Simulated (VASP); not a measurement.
Crystal: SiC.

```
Si C
1.0
     3.07569    0.00000    0.00000
    -1.53785    2.66363    0.00000
     0.00000    0.00000   10.07065
Si C
4 4
Direct
  0.00000 0.00000 0.18789
  0.00000 0.00000 0.68789
  0.33333 0.66667 0.43784
  0.66667 0.33333 0.93784
  0.00000 0.00000 0.00046
  0.00000 0.00000 0.50046
  0.33333 0.66667 0.24980
  0.66667 0.33333 0.74980
```

Base run:

- Program: VASP 6.6.1
- Functional: PBEsol
- Potentials or basis: VASP PAW PBE potentials, release 64 (Si, C)
- Cutoff: 520 eV
- k mesh: 10 × 10 × 3
- Occupations: fermi-dirac, width 0.05 eV
- Spin: no spin polarisation

Its results: band gap on the k mesh 2.11 eV, indirect (least direct gap 3.24 eV); pressure 0.8 GPa; largest force 0.005 eV/Å.

Q: After a change of settings the same cell gave: band gap on the k mesh 2.18 eV, indirect (least direct gap 3.31 eV); pressure -2.6 GPa; largest force 0.005 eV/Å. Which change was it?
A. functional from PBEsol to SVWN5
B. dispersion from none to D4
C. functional from PBEsol to revPBE
D. functional from PBEsol to BLYP; dispersion from none to D4

A: A.

SVWN5 binds more tightly than PBEsol, so the same cell stands under less pressure.

Caveats: the PAW data sets were made with another functional, which shifts forces and pressure a little.
